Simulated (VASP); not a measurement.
## AlN: single point with PBE

AlN:

```
Al N
1.0
     3.31348    0.00000    0.00000
    -1.65674    2.86956    0.00000
     0.00000    0.00000    4.18759
Al N
2 2
Direct
  0.33572 0.67144 0.75764
  0.66905 0.33811 0.25764
  0.32873 0.65747 0.23529
  0.66207 0.32413 0.73529
```

This cell differs from its parent crystal: mode 4 frozen in at -0.062 Å and mode 10 at -0.026 Å (largest displacements).

```yaml
Program: VASP 6.6.1
Task: single point
Functional: PBE
Potentials_or_basis: VASP PAW PBE potentials, release 64 (Al, N)
Cutoff: 520 eV
k_mesh: 9 × 9 × 6
Occupations: gaussian, width 0.05 eV
Spin: no spin polarisation
Dipole_correction: no
Further_INCAR_settings: ALGO = Normal; EDIFF = 1e-06; NBANDS = 16
```

```json
{
  "Pressure": "0.8 GPa",
  "Largest force": "0.652 eV/Å",
  "Band gap on the k mesh": "3.30 eV, direct"
}
```

Forces in eV/Å, atoms in the order of the input:
```
Al   0.000 -0.628 -0.164
Al   0.000 -0.551 -0.164
N    0.000  0.548  0.164
N    0.000  0.631  0.164
```

Stress tensor (GPa, compression positive):
```
-0.53  0.00  0.00
 0.00 -0.21 -0.23
 0.00 -0.23  3.13
```

Levels at points of the mesh, in eV from the valence-band top:
```
           k point  band 6  band 7  band 8  band 9  band 10  band 11
(0.00, 0.00, 0.00)   -1.55   -1.55    0.00    3.30     4.42     8.28
(0.00, 0.00, 0.50)   -2.51   -2.33   -2.33    5.66     5.66     8.38
```

Run time: 33 s on 1 thread of Intel(R) Xeon(R) 6975P-C (Granite Rapids), on a shared host, peak memory 0.2 GiB.

Caveat: the cell differs from its parent crystal (mode 4 frozen in at -0.062 Å and mode 10 at -0.026 Å (largest displacements)).
